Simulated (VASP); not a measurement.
N, a slab with vacuum:

```
CELL_PARAMETERS angstrom
11.00000 0.00000 0.00000
0.00000 11.50000 0.00000
0.00000 0.00000 12.00000
ATOMIC_POSITIONS crystal
N 0.50000 0.50000 0.45417
N 0.50000 0.50000 0.54583
```

Program: VASP 6.6.1. Alike in all runs: task single point; potentials or basis VASP PAW PBE potentials, release 64 (N); no spin polarisation; cell as given; k mesh 1 × 1 × 1; cutoff (eV) 520; smearing fermi-dirac 0.05 eV.

**Question.** Order these runs on this cell by their band gap on the k mesh, lowest first.
A. level HSE06; grid for exact exchange (PRECFOCK) Normal; screening parameter 0.2079 1/Å
B. level r2SCAN
C. level PBEsol

**Answer.** C (8.19 eV), B (8.99 eV), A (10.67 eV).

Caveats: the standard files for N, O and F lose accuracy on very short bonds.

A k mesh can miss the band edges.
